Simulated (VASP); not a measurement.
# HfBe2Si2: single point with PBE

Crystal: HfBe2Si2.

```xyz
5
Lattice="-1.8248 1.8248 5.0432 1.8248 -1.8248 5.0432 1.8248 1.8248 -5.0432" Properties=species:S:1:pos:R:3 pbc="T T T"
Hf    0.0000    0.0000    5.0432
Be    0.0000    1.8248    2.5216
Be    1.8248    0.0000    2.5216
Si    0.0000    0.0000    1.1704
Si    0.0000    0.0000    8.9161
```

The cell was generated, and may not be a known phase.

| Quantity | Value |
| --- | --- |
| Program | VASP 6.6.1 |
| Task | single point |
| Functional | PBE |
| Potentials or basis | VASP PAW PBE potentials, release 64 (Hf_pv, Be, Si) |
| Cutoff | 520 eV |
| k mesh | 14 × 14 × 14 |
| Occupations | gaussian, width 0.1 eV |
| Spin | no spin polarisation |
| Dipole correction | no |
| Further INCAR settings | ALGO = Fast; EDIFF = 1e-06; NBANDS = 19 |

The pressure is -0.2 GPa, the largest force is 0.021 eV/Å and the band gap on the k mesh is zero (bands 11 and 12 overlap by 2.12 eV).

Forces in eV/Å, atoms in the order of the input:
```
Hf   0.000  0.000  0.000
Be   0.000  0.000  0.000
Be   0.000  0.000  0.000
Si   0.000  0.000 -0.021
Si   0.000  0.000  0.021
```

Levels at points of the mesh, in eV from the Fermi level:
```
           k point  band 8  band 9  band 10  band 11  band 12  band 13  band 14  band 15
(0.00, 0.00, 0.00)   -3.43   -2.65    -0.69    -0.69     1.13     1.20     1.58     2.19
(0.50, 0.00, 0.00)   -3.16   -2.60    -2.38    -0.55     0.02     1.12     2.02     2.69
(0.50, 0.50, 0.00)   -5.57   -4.63    -4.37    -0.26    -0.26     1.00     2.44     2.81
(0.50, 0.50, 0.50)   -3.26   -2.68    -0.66    -0.66    -0.54     0.64     1.26     2.11
```

Run time: 6.8 min on 1 thread of AMD EPYC 9R45 96-Core Processor (Zen 5), on a shared host, peak memory 0.47 GiB.

Caveat: spin-orbit coupling is left out, which moves the levels of the heavy elements.
